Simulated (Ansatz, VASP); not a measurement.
## MgO: VASP beside Ansatz

The input INCAR:

```
ALGO     = Normal         # electronic algorithm
EDIFF    = 1E-6           # SCF threshold, eV
ENCUT    = 520            # plane-wave cutoff, eV
GGA      = PE             # functional
ISIF     = 2              # what is computed and relaxed
ISMEAR   = 0              # smearing method
LASPH    = True           # aspherical terms in the spheres
LCHARG   = False          # write CHGCAR
LREAL    = False          # projectors in reciprocal space
LWAVE    = False          # write WAVECAR
NBANDS   = 16             # bands
NELM     = 60             # most SCF steps
PREC     = Accurate       # precision mode
SIGMA    = 0.01           # smearing width, eV
```

Contents of KPOINTS:

```
k-points
0
Gamma
  9 9 6
```

Contents of POSCAR:

```
MgO
1.0
    3.4487384874      0.0000000000      0.0000000000
   -1.7243692437      2.9866951411      0.0000000000
    0.0000000000      0.0000000000      4.1515958975
Mg O
2 2
Direct
    0.6666666667      0.3333333333      0.7500000000
    0.3333333333      0.6666666667      0.2500000000
    0.6666666667      0.3333333333      0.2500000000
    0.3333333333      0.6666666667      0.7500000000
```

Input for Ansatz:

```yaml
crystal:
  lattice:
    - [3.4487384874, 0.0, 0.0]
    - [-1.7243692437, 2.9866951411, 0.0]
    - [0.0, 0.0, 4.1515958975]
  atoms:
    - { symbol: Mg, position: [0.6666666667, 0.3333333333, 0.75] }
    - { symbol: Mg, position: [0.3333333333, 0.6666666667, 0.25] }
    - { symbol: O, position: [0.6666666667, 0.3333333333, 0.25] }
    - { symbol: O, position: [0.3333333333, 0.6666666667, 0.75] }
kpoints:
  mp_grid: { grid: [9, 9, 6] }
hamiltonian:
  xc: pbe
scf:
  occupations: { method: fixed }
  n_extra_bands: 5
output:
  forces: true
  stress: true
  eigenvalues: true
```

Alike in both runs: task single point; functional PBE; k mesh 9 × 9 × 6; no spin polarisation.

```csv
,VASP,Ansatz
version,VASP 6.6.1,Ansatz 0.2.0
potentials or method,"VASP PAW PBE potentials, release 64 (Mg, O)","plane waves, PAW"
plane-wave cutoff (eV),520,420
occupations,"gaussian, width 0.01 eV",fixed
valence electrons in the cell,16,32
```

```tsv
	VASP	Ansatz	Ansatz less VASP
gap on the k mesh at the Fermi level (eV)	3.58	3.60	+0.017
pressure (GPa)	8.2	8.7	+0.51
traceless stress, the component that is largest in VASP (GPa)	0.20	0.31	+0.113
```

VASP's potentials hold 16 valence electrons a cell and Ansatz's 32, so a difference there can come from the potentials and not from the codes.
